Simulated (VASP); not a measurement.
# Ag (P6_3/mmc) in VASP: further runs

Aim: see how the results for Ag move with the level of theory and the settings. Levels: PBE, PBEsol, PBE+D3(BJ). Tasks: single point.

All numbers are computed with VASP 6.6.1; they aren't measurements. Logs are shortened: lines on timing, memory, paths and dates and some standing lists are left out, and cuts for length are marked.

## 1. The cell of the first run

The structure is hexagonal, space group P6_3/mmc (No. 194). The conventional cell has a = 3.165 Å, b = 3.165 Å, c = 5.092 Å, α = 90.00°, β = 90.00°, γ = 120.00°. Within 4.1 Å of Ag (site symmetry -6m2) lie 12 Ag at 3.13 to 3.16 Å.

This isn't the form of Ag at room conditions, which is fcc.

## 2. Single point, PBE

Contents of INCAR:

```
ALGO = Normal ; EDIFF = 1E-6
ENCUT = 630 ; GGA = PE
GGA_COMPAT = F ; ISIF = 2
ISMEAR = 0 ; ISYM = 0
LASPH = T ; LCHARG = T
LELF = T ; LREAL = F
LVHAR = T ; LWAVE = F
NBANDS = 26 ; NELM = 120
PREC = Accurate ; SIGMA = 0.1
```

Contents of KPOINTS:

```
k-points
0
Gamma
  3 1 5
```

Contents of POSCAR:

```
Ag
1.0
    3.1646516413      0.0000000000      0.0000000000
   -1.5823258207      2.7406687155      0.0000000000
    0.0000000000      0.0000000000      5.0915806518
Ag
2
Direct
    0.3333333333      0.6666666667      0.2500000000
    0.6666666667      0.3333333333      0.7500000000
```

Potentials or basis: VASP PAW PBE potentials, release 64 (Ag_sv_GW).

Launch:

```sh
$ cat potpaw_PBE.64/Ag_sv_GW/POTCAR > POTCAR
$ mpirun -np 1 vasp_std > vasp.out
```

OUTCAR:

```text
EDIFF = 1E-6
   ENCUT = 630
   GGA = PE
   ISIF = 2
   ISMEAR = 0
   ISYM = 0
   LASPH = T
   LREAL = F
   NELM = 120
   PREC = Accurate

 ion  position               nearest neighbor table
   1  0.333  0.667  0.250-
   2  0.667  0.333  0.750-

IMPORTANT INFORMATION: All symmetrisations will be switched off!
NOSYMM: (Re-)initialisation of all symmetry stuff for point group C_1.

----------------------------------------------------------------------------------------

                                     Primitive cell

  volume of cell :      44.1606

  direct lattice vectors                    reciprocal lattice vectors
     3.164651641  0.000000000  0.000000000     0.315990546  0.182437227  0.000000000
    -1.582325821  2.740668716  0.000000000     0.000000000  0.364874454  0.000000000
     0.000000000  0.000000000  5.091580652     0.000000000  0.000000000  0.196402663

  length of vectors
     3.164651641  3.164651641  5.091580652     0.364874454  0.364874454  0.196402663

  position of ions in fractional coordinates (direct lattice)
     0.333333333  0.666666667  0.250000000
     0.666666667  0.333333333  0.750000000

  ion indices of the primitive-cell ions
   primitive index   ion index
                 1           1
                 2           2

----------------------------------------------------------------------------------------

 KPOINTS: k-points

Automatic generation of k-mesh.
 Grid dimensions read from file:
 generate k-points for:    3    1    5

 Generating k-lattice:

  Cartesian coordinates                     Fractional coordinates (reciprocal lattice)
     0.105330182  0.060812409  0.000000000     0.333333333 -0.000000000  0.000000000
     0.000000000  0.364874454  0.000000000     0.000000000  1.000000000  0.000000000
     0.000000000  0.000000000  0.039280533     0.000000000  0.000000000  0.200000000

  Length of vectors
     0.121624818  0.364874454  0.039280533

  Shift w.r.t. Gamma in fractional coordinates (k-lattice)
     0.000000000  0.000000000  0.000000000

 -----------------------------------------------------------------------------
|                                                                             |
|           W    W    AA    RRRRR   N    N  II  N    N   GGGG   !!!           |
|           W    W   A  A   R    R  NN   N  II  NN   N  G    G  !!!           |
|           W    W  A    A  R    R  N N  N  II  N N  N  G       !!!           |
|           W WW W  AAAAAA  RRRRR   N  N N  II  N  N N  G  GGG   !            |
|           WW  WW  A    A  R   R   N   NN  II  N   NN  G    G                |
|           W    W  A    A  R    R  N    N  II  N    N   GGGG   !!!           |
|                                                                             |
|     Your reciprocal lattice and k-lattice belong to different lattice       |
|     classes:                                                                |
|                                                                             |
|        The reciprocal lattice is hexagonal,                                 |
|        whereas your k-lattice is base centered orthorhombic.                |
|                                                                             |
|     Results are often still useful ...                                      |
|                                                                             |
 -----------------------------------------------------------------------------

 WARNING: IBZKPT: internal override: KBLOWUP is changed to .FALSE.
      ... skipping the blow-up phase ...

 Subroutine IBZKPT returns following result:
 ===========================================

 Found      8 irreducible k-points:

 Following reciprocal coordinates:
            Coordinates               Weight
  0.000000  0.000000  0.000000      1.000000
  0.333333  0.000000  0.000000      2.000000
  0.000000  0.000000  0.200000      2.000000
  0.333333  0.000000  0.200000      2.000000
 -0.333333 -0.000000  0.200000      2.000000
  0.000000  0.000000  0.400000      2.000000
  0.333333  0.000000  0.400000      2.000000
 -0.333333 -0.000000  0.400000      2.000000
   k-points           NKPTS =      8   k-points in BZ     NKDIM =      8   number of bands    NBANDS=     26
   number of dos      NEDOS =    301   number of ions     NIONS =      2
   total plane-waves  NPLWV =  32928
   dimension x,y,z NGX =    28 NGY =   28 NGZ =   42
   dimension x,y,z NGXF=    56 NGYF=   56 NGZF=   84
   ions per type =               2
   NGX,Y,Z   is equivalent  to a cutoff of  14.71, 14.71, 13.71 a.u.
   NGXF,Y,Z  is equivalent  to a cutoff of  29.42, 29.42, 27.43 a.u.
 SYSTEM =  unknown system
   PREC   = accura    normal or accurate (medium, high low for compatibility)
   ISTART =      0    job   : 0-new  1-cont  2-samecut
   ICHARG =      2    charge: 1-file 2-atom 10-const
   ISPIN  =      1    spin polarized calculation?
   LNONCOLLINEAR =      F non collinear calculations
   LSORBIT =      F    spin-orbit coupling
   LASPH  =      T    aspherical Exc in radial PAW
   ENCUT  =  630.0 eV  46.30 Ry    6.80 a.u.   6.48  6.48 10.42*2*pi/ulx,y,z
   NELM   =    120;   NELMIN=  2; NELMDL= -5     # of ELM steps
   EDIFF  = 0.1E-05   stopping-criterion for ELM
   LREAL  =      F    real-space projection
   EDIFFG = 0.1E-04   stopping-criterion for IOM
   NSW    =      0    number of steps for IOM
   IBRION =     -1    ionic relax: 0-MD 1-quasi-New 2-CG
   NFREE  =      0    steps in history (QN), initial steepest desc. (CG)
   ISIF   =      2    stress and relaxation
   ISYM   =      0    0-nonsym 1-usesym 2-fastsym
   POTIM  = 0.5000    time-step for ionic-motion
   TEBEG  =    0.0;   TEEND  =   0.0 temperature during run
   PSTRESS=    0.0 pullay stress
   NELECT =      38.0000    total number of electrons
   NUPDOWN=      -1.0000    fix difference up-down
   EMIN   =  10.00;   EMAX   =-10.00  energy-range for DOS
   EFERMI =   0.00;   METHOD = LEGACY
   ISMEAR =     0;   SIGMA  =   0.10  broadening in eV -4-tet -1-fermi 0-gaus
   EFERMI_NEDOS =   21; number of points for ismear=-14 and -15
   IALGO  =     38    algorithm
   IMIX   =      4    mixing-type and parameters
     AMIX     =   0.40;   BMIX     =  1.00
     AMIX_MAG =   1.60;   BMIX_MAG =  1.00
  volume/ion in A,a.u.               =      22.08       149.01
  Fermi-wavevector in a.u.,A,eV,Ry     =   1.557128  2.942545 32.989337  2.424648
  Thomas-Fermi vector in A             =   2.660823
   LORBIT       =      0    0 simple, 1 ext, 2 COOP (PROOUT), +10 PAW based schemes
   GGA     = PE    functional components
   LHFCALC =     F    Hartree Fock is set to
   AEXX    =    0.0000 exact exchange contribution
   IVDW    =     0    specifies the selected vdW correction
   LEPSILON=     F    determine dielectric tensor
   LRPA    =     F    only Hartree local field effects (RPA)
 non-spin polarized calculation
 Gauss-broadening in eV      SIGMA  =   0.10
  energy-cutoff  :      630.00
  volume of cell :       44.16
 maximum number of plane-waves:      1605
 NGX is ok and might be reduce to    28
   NGX = 13   NGY = 13   NGZ = 21

 number of electron      38.0000009 magnetization

 Free energy of the ion-electron system (eV)
  ---------------------------------------------------
  ext. energy  EPLUGINS =         0.00000000
  ---------------------------------------------------
  free energy    TOTEN  =        -3.39599603 eV

  energy without entropy =       -3.38095098  energy(sigma->0) =       -3.38847351

 E-fermi :   2.6326     XC(G=0): -10.9448

 val. band max:        2.6326027589   @ k =   0.3333   0.0000   0.4000
 cond. band min:       2.6326053032   @ k =  -0.3333  -0.0000   0.4000
 fundamental gap:      0.0000025443
 Fermi energy:         2.6326040311

 k-point     1 :       0.0000    0.0000    0.0000
  band No.  band energies     occupation
      1     -86.9324      2.00000
      2     -86.9274      2.00000
      3     -50.5332      2.00000
      4     -50.4736      2.00000
      5     -50.4155      2.00000
      6     -50.4055      2.00000
[... 18 lines left out ...]
     25      20.8576      0.00000
     26      21.0346      0.00000

 k-point     2 :       0.3333    0.0000    0.0000
  band No.  band energies     occupation
      1     -86.9293      2.00000
      2     -86.9264      2.00000
      3     -50.5173      2.00000
      4     -50.4831      2.00000
      5     -50.4449      2.00000
      6     -50.4363      2.00000
[... 18 lines left out ...]
     25      15.9817      0.00000
     26      18.6483      0.00000

 k-point     3 :       0.0000    0.0000    0.2000
  band No.  band energies     occupation
      1     -86.9319      2.00000
      2     -86.9279      2.00000
      3     -50.5276      2.00000
      4     -50.4793      2.00000
      5     -50.4145      2.00000
      6     -50.4064      2.00000
[... 18 lines left out ...]
     25      19.7693      0.00000
     26      20.3913      0.00000

 k-point     4 :       0.3333    0.0000    0.2000
  band No.  band energies     occupation
      1     -86.9290      2.00000
      2     -86.9267      2.00000
      3     -50.5150      2.00000
      4     -50.4877      2.00000
      5     -50.4431      2.00000
      6     -50.4357      2.00000
[... 18 lines left out ...]
     25      17.8894      0.00000
     26      18.6887      0.00000

 k-point     5 :      -0.3333   -0.0000    0.2000
  band No.  band energies     occupation
      1     -86.9290      2.00000
      2     -86.9267      2.00000
      3     -50.5150      2.00000
      4     -50.4877      2.00000
      5     -50.4431      2.00000
      6     -50.4357      2.00000
[... 18 lines left out ...]
     25      17.8894      0.00000
     26      18.6817      0.00000

 k-point     6 :       0.0000    0.0000    0.4000
  band No.  band energies     occupation
      1     -86.9307      2.00000
      2     -86.9292      2.00000
      3     -50.5128      2.00000
      4     -50.4943      2.00000
      5     -50.4120      2.00000
      6     -50.4089      2.00000
[... 18 lines left out ...]
     25      20.1805      0.00000
     26      20.3389      0.00000

 k-point     7 :       0.3333    0.0000    0.4000
  band No.  band energies     occupation
      1     -86.9283      2.00000
      2     -86.9274      2.00000
      3     -50.5082      2.00000
      4     -50.4980      2.00000
      5     -50.4392      2.00000
      6     -50.4363      2.00000
[... 18 lines left out ...]
     25      17.3944      0.00000
     26      17.7269      0.00000

 k-point     8 :      -0.3333   -0.0000    0.4000
  band No.  band energies     occupation
      1     -86.9283      2.00000
      2     -86.9274      2.00000
      3     -50.5082      2.00000
      4     -50.4980      2.00000
      5     -50.4392      2.00000
      6     -50.4363      2.00000
[... 18 lines left out ...]
     25      17.3944      0.00000
     26      17.7268      0.00000

------------------------ aborting loop because EDIFF is reached ----------------------------------------

  FORCE on cell =-STRESS in cart. coord.  units (eV):
  Direction    XX          YY          ZZ          XY          YZ          ZX
  --------------------------------------------------------------------------------------
  -------------------------------------------------------------------------------------
  Total       -3.0232003     -5.8429241     -4.5212536      2.4419054     -0.0000316     -0.0000622
  in kB     -109.6837837   -211.9852998   -164.0341879     88.5940044     -0.0011465     -0.0022582
  external PRESSURE =    -161.9010904 kB  Pullay stress =       0.0000000 kB

 VOLUME and BASIS-vectors are now :
 -----------------------------------------------------------------------------
  energy-cutoff  :      630.00
  volume of cell :       44.16
      direct lattice vectors                 reciprocal lattice vectors
     3.164651641  0.000000000  0.000000000     0.315990546  0.182437227  0.000000000
    -1.582325821  2.740668716  0.000000000     0.000000000  0.364874454  0.000000000
     0.000000000  0.000000000  5.091580652     0.000000000  0.000000000  0.196402663

 POSITION                                       TOTAL-FORCE (eV/Angst)
 -----------------------------------------------------------------------------------
     -0.00000      1.82711      1.27290        -0.135727     -0.078253     -0.000560
      1.58233      0.91356      3.81869         0.135727      0.078253      0.000560
 -----------------------------------------------------------------------------------
    total drift:                               -0.000088     -0.000143     -0.000268

  FREE ENERGIE OF THE ION-ELECTRON SYSTEM (eV)
  ---------------------------------------------------
  free  energy   TOTEN  =        -3.3959960339 eV

  energy  without entropy=       -3.3809509783  energy(sigma->0) =       -3.38847351
```

Run time: 17 s. Hardware: 1 thread of Intel Xeon Platinum 8259CL at 2.50GHz (Skylake/Cascade Lake), shared host; peak memory 0.18 GiB.

Results:

| Quantity | Value |
| --- | --- |
| Free energy | -3.3960 eV |
| Pressure | -16.2 GPa |
| Largest force | 0.157 eV/Å |
| Band gap on the k mesh | zero (bands 19 and 20 overlap by 1.17 eV) |

Forces on the atoms (eV/Å):
```
Ag  -0.136 -0.078 -0.001
Ag   0.136  0.078  0.001
```

Levels at points of the mesh, in eV from the Fermi level:
| k point | band 15 | band 16 | band 17 | band 18 | band 19 | band 20 | band 21 | band 22 | band 23 | band 24 |
| --- | --- | --- | --- | --- | --- | --- | --- | --- | --- | --- |
| (0.00, 0.00, 0.00) | -1.90 | -1.87 | -1.75 | -1.22 | -1.06 | 2.07 | 4.35 | 16.48 | 16.85 | 16.97 |

Caveat: the k points lie up to 2.02 Å⁻¹ apart, too coarse for converged energies and pressures of a metal.

(Continued in part 2 of 2.)

The gap in the log of VASP goes by the Fermi energy; the results here count the filled bands.